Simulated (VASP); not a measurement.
# LiH (Fm-3m) in VASP: a series of runs, part 2 of 2

VASP 6.6.1. The steps go on from the part before.

### 3 Single point, HF

This run uses another cell than the first one, of 8.11 Å³/atom, 1.021 times its volume.

The input, POSCAR:

```
LiH
1.0
    0.0000000000      2.0092229770      2.0092229770
    2.0092229770      0.0000000000      2.0092229770
    2.0092229770      2.0092229770      0.0000000000
Li H
1 1
Direct
    0.0000000000      0.0000000000      0.0000000000
    0.5000000000      0.5000000000      0.5000000000
```

The input, INCAR.step1:

```
PREC = Accurate
ENCUT = 520
EDIFF = 1E-5
ISMEAR = -1
SIGMA = 0.01
LREAL = False
LASPH = True
NELM = 80
ALGO = Normal
ISIF = 2
LWAVE = True
GGA = PE
NBANDS = 9
```

The input, INCAR.step2:

```
PREC = Accurate
ENCUT = 520
EDIFF = 1E-7
ISMEAR = -1
SIGMA = 0.01
LREAL = False
LASPH = True
NELM = 80
ALGO = Normal
ISIF = 2
LWAVE = False
LCHARG = True
GGA = PE
LHFCALC = True
AEXX = 1.0
ALDAC = 0.0
AGGAC = 0.0
PRECFOCK = Normal
LELF = True
LVHAR = True
ISTART = 1
NBANDS = 9
```

The input, KPOINTS:

```
regular mesh
0
Gamma
  7 7 7
```

Potentials or basis: VASP PAW PBE potentials, release 64 (Li_sv, H).

Started as:

```sh
$ cat potpaw_PBE.64/Li_sv/POTCAR potpaw_PBE.64/H/POTCAR > POTCAR
$ cp INCAR.step1 INCAR
$ mpirun -np 1 vasp_std > vasp.out
$ cp INCAR.step2 INCAR
$ mpirun -np 1 vasp_std > vasp.out
```

OUTCAR:

```text
PREC = Accurate
   ENCUT = 520
   EDIFF = 1E-7
   ISMEAR = -1
   LREAL = False
   LASPH = True
   NELM = 80
   ISIF = 2
   GGA = PE
   LHFCALC = True
   AEXX = 1.0
   PRECFOCK = Normal
   ISTART = 1

 ion  position               nearest neighbor table
   1  0.000  0.000  0.000-
   2  0.500  0.500  0.500-

  LATTYP: Found a face centered cubic cell.
 ALAT       =     4.0184459540

  Lattice vectors:

 A1 = (   0.0000000000,   2.0092229770,   2.0092229770)
 A2 = (   2.0092229770,   0.0000000000,   2.0092229770)
 A3 = (   2.0092229770,   2.0092229770,   0.0000000000)

Analysis of symmetry for initial positions (statically):
=====================================================================
 Subroutine PRICEL returns:
 Original cell was already a primitive cell.

 Routine SETGRP: Setting up the symmetry group for a
 face centered cubic supercell.

 Subroutine GETGRP returns: Found 48 space group operations
 (whereof 48 operations were pure point group operations)
 out of a pool of 48 trial point group operations.

The static configuration has the point symmetry O_h .

Analysis of symmetry for dynamics (positions and initial velocities):
=====================================================================
 Subroutine PRICEL returns:
 Original cell was already a primitive cell.

 Routine SETGRP: Setting up the symmetry group for a
 face centered cubic supercell.

 Subroutine GETGRP returns: Found 48 space group operations
 (whereof 48 operations were pure point group operations)
 out of a pool of 48 trial point group operations.

The dynamic configuration has the point symmetry O_h .

 Subroutine INISYM returns: Found 48 space group operations
 (whereof 48 operations are pure point group operations),
 and found     1 'primitive' translations

----------------------------------------------------------------------------------------

                                     Primitive cell

  volume of cell :      16.2224

  direct lattice vectors                    reciprocal lattice vectors
     0.000000000  2.009222977  2.009222977    -0.248852420  0.248852420  0.248852420
     2.009222977  0.000000000  2.009222977     0.248852420 -0.248852420  0.248852420
     2.009222977  2.009222977  0.000000000     0.248852420  0.248852420 -0.248852420

  length of vectors
     2.841470384  2.841470384  2.841470384     0.431025035  0.431025035  0.431025035

  position of ions in fractional coordinates (direct lattice)
     0.000000000  0.000000000  0.000000000
     0.500000000  0.500000000  0.500000000

  ion indices of the primitive-cell ions
   primitive index   ion index
                 1           1
                 2           2

----------------------------------------------------------------------------------------

 KPOINTS: regular mesh

Automatic generation of k-mesh.
 Grid dimensions read from file:
 generate k-points for:    7    7    7

 Generating k-lattice:

  Cartesian coordinates                     Fractional coordinates (reciprocal lattice)
[... 36 lines left out ...]
 -0.285714  0.428571  0.142857     24.000000
   k-points           NKPTS =     20   k-points in BZ     NKDIM =    343   number of bands    NBANDS=      9
   number of dos      NEDOS =    301   number of ions     NIONS =      2
   total plane-waves  NPLWV =  13824
   dimension x,y,z NGX =    24 NGY =   24 NGZ =   24
   dimension x,y,z NGXF=    48 NGYF=   48 NGZF=   48
   ions per type =               1   1
   NGX,Y,Z   is equivalent  to a cutoff of  14.04, 14.04, 14.04 a.u.
   NGXF,Y,Z  is equivalent  to a cutoff of  28.08, 28.08, 28.08 a.u.
 SYSTEM =  unknown system
   PREC   = accura    normal or accurate (medium, high low for compatibility)
   ISTART =      1    job   : 0-new  1-cont  2-samecut
   ICHARG =      0    charge: 1-file 2-atom 10-const
   ISPIN  =      1    spin polarized calculation?
   LNONCOLLINEAR =      F non collinear calculations
   LSORBIT =      F    spin-orbit coupling
   LASPH  =      T    aspherical Exc in radial PAW
   ENCUT  =  520.0 eV  38.22 Ry    6.18 a.u.   5.28  5.28  5.28*2*pi/ulx,y,z
   NELM   =     80;   NELMIN=  2; NELMDL=  0     # of ELM steps
   EDIFF  = 0.1E-06   stopping-criterion for ELM
   LREAL  =      F    real-space projection
   EDIFFG = 0.1E-05   stopping-criterion for IOM
   NSW    =      0    number of steps for IOM
   IBRION =     -1    ionic relax: 0-MD 1-quasi-New 2-CG
   NFREE  =      0    steps in history (QN), initial steepest desc. (CG)
   ISIF   =      2    stress and relaxation
   ISYM   =      3    0-nonsym 1-usesym 2-fastsym
   POTIM  = 0.5000    time-step for ionic-motion
   TEBEG  =    0.0;   TEEND  =   0.0 temperature during run
   PSTRESS=    0.0 pullay stress
   NELECT =       4.0000    total number of electrons
   NUPDOWN=      -1.0000    fix difference up-down
   EMIN   =  10.00;   EMAX   =-10.00  energy-range for DOS
   EFERMI =   0.00;   METHOD = LEGACY
   ISMEAR =    -1;   SIGMA  =   0.01  broadening in eV -4-tet -1-fermi 0-gaus
   EFERMI_NEDOS =   21; number of points for ismear=-14 and -15
   IALGO  =     38    algorithm
   IMIX   =      1    mixing-type and parameters
     AMIX     =   0.40;   BMIX     =  1.00
     AMIX_MAG =   1.60;   BMIX_MAG =  1.00
  volume/ion in A,a.u.               =       8.11        54.74
  Fermi-wavevector in a.u.,A,eV,Ry     =   1.026573  1.939943 14.338541  1.053853
  Thomas-Fermi vector in A             =   2.160473
   LORBIT       =      0    0 simple, 1 ext, 2 COOP (PROOUT), +10 PAW based schemes
   GGA     = PE    functional components
   LHFCALC =     T    Hartree Fock is set to
   PRECFOCK=normal    Normal, Fast or Accurate (Low or Medium for compatibility)
   ENCUT4O =  -1.0   cutoff for four orbital integrals eV
   NKREDX  =     1    reduce k-point grid by
   NKREDY  =     1    reduce k-point grid by
   NKREDZ  =     1    reduce k-point grid by
   AEXX    =    1.0000 exact exchange contribution
   HFSCREEN=    0.0000 screening length (either q_TF or 0.3 A-1)
   HFSCREENC=   0.0000 screening length for correlation (either q_TF or 0.3 A-1)
   ENCUTFOCK=  -1.0 apply spherical cutoff to Coloumb kernel
   IVDW    =     0    specifies the selected vdW correction
   LEPSILON=     F    determine dielectric tensor
   LRPA    =     F    only Hartree local field effects (RPA)
 non-spin polarized calculation
  energy-cutoff  :      520.00
  volume of cell :       16.22
 maximum number of plane-waves:       452
 NGX is ok and might be reduce to    24
  NGX = 16; NGY = 16; NGZ = 16

 number of electron       3.9999995 magnetization

 Free energy of the ion-electron system (eV)
  ---------------------------------------------------
  ext. energy  EPLUGINS =         0.00000000
  ---------------------------------------------------
  free energy    TOTEN  =        -9.35705384 eV

  energy without entropy =       -9.35705384  energy(sigma->0) =       -9.35705384

 E-fermi :  -3.4607     XC(G=0):   0.0000

 val. band max:       -3.7295502796   @ k =  -0.4286   0.4286   0.0000
 cond. band min:       7.8341116140   @ k =  -0.4286   0.4286   0.0000
 fundamental gap:     11.5636618936
 Fermi energy:        -3.4606770481

 k-point     1 :       0.0000    0.0000    0.0000
  band No.  band energies     occupation
      1     -60.0218      2.00000
      2     -11.1422      2.00000
      3      23.2686      0.00000
      4      24.0762      0.00000
      5      24.0762      0.00000
      6      24.0762      0.00000
      7      28.7665      0.00000
      8      28.7665      0.00000
      9      28.7665      0.00000
[... 217 lines left out ...]
 k-point    20 :      -0.2857    0.4286    0.1429
  band No.  band energies     occupation
      1     -59.9509      2.00000
      2      -4.1787      2.00000
      3       9.6170      0.00000
      4      11.2308      0.00000
      5      17.6498      0.00000
      6      23.5360      0.00000
      7      29.2106      0.00000
      8      32.4523      0.00000
      9      34.7833      0.00000

------------------------ aborting loop because EDIFF is reached ----------------------------------------

  FORCE on cell =-STRESS in cart. coord.  units (eV):
  Direction    XX          YY          ZZ          XY          YZ          ZX
  --------------------------------------------------------------------------------------
  -------------------------------------------------------------------------------------
  Total        0.1942507      0.1942507      0.1942507      0.0000000      0.0000000      0.0000000
  in kB       19.1848623     19.1848623     19.1848623      0.0000000      0.0000000      0.0000000
  external PRESSURE =      19.1848623 kB  Pullay stress =       0.0000000 kB

 VOLUME and BASIS-vectors are now :
 -----------------------------------------------------------------------------
  energy-cutoff  :      520.00
  volume of cell :       16.22
      direct lattice vectors                 reciprocal lattice vectors
     0.000000000  2.009222977  2.009222977    -0.248852420  0.248852420  0.248852420
     2.009222977  0.000000000  2.009222977     0.248852420 -0.248852420  0.248852420
     2.009222977  2.009222977  0.000000000     0.248852420  0.248852420 -0.248852420

 POSITION                                       TOTAL-FORCE (eV/Angst)
 -----------------------------------------------------------------------------------
      0.00000      0.00000      0.00000        -0.000000     -0.000000      0.000000
      2.00922      2.00922      2.00922         0.000000      0.000000     -0.000000
 -----------------------------------------------------------------------------------
    total drift:                               -0.000000      0.000000     -0.000000

  FREE ENERGIE OF THE ION-ELECTRON SYSTEM (eV)
  ---------------------------------------------------
  free  energy   TOTEN  =        -9.3570538395 eV

  energy  without entropy=       -9.3570538395  energy(sigma->0) =       -9.35705384
```

OUTCAR.step1:

```text
PREC = Accurate
   ENCUT = 520
   EDIFF = 1E-5
   ISMEAR = -1
   LREAL = False
[... 455 lines left out ...]
      0.00000      0.00000      0.00000        -0.000000      0.000000      0.000000
      2.00922      2.00922      2.00922         0.000000     -0.000000     -0.000000
 -----------------------------------------------------------------------------------
    total drift:                                0.000000     -0.000000     -0.000000

  FREE ENERGIE OF THE ION-ELECTRON SYSTEM (eV)
  ---------------------------------------------------
  free  energy   TOTEN  =        -6.1268124784 eV

  energy  without entropy=       -6.1268124784  energy(sigma->0) =       -6.12681248
```

Wall time 1.9 min (1 thread of Intel Xeon Platinum 8559C (Emerald Rapids), shared host); peak memory 0.14 GiB.

Results:

```yaml
Free_energy: -9.3571 eV
Band_gap_on_the_k_mesh: 11.56 eV, direct
```

Levels at points of the mesh, in eV from the valence-band top:
```
           k point  band 1  band 2  band 3  band 4  band 5  band 6  band 7
(0.00, 0.00, 0.00)  -56.29   -7.41   27.00   27.81   27.81   27.81   32.50
```

Caveat: the cutoff is under 1.25 times the usual one of these potentials, so pressure, stress and relaxed cells hold a basis-set (Pulay) error; the PAW data sets were made with another functional, which shifts forces and pressure a little. A k mesh can miss the band edges.
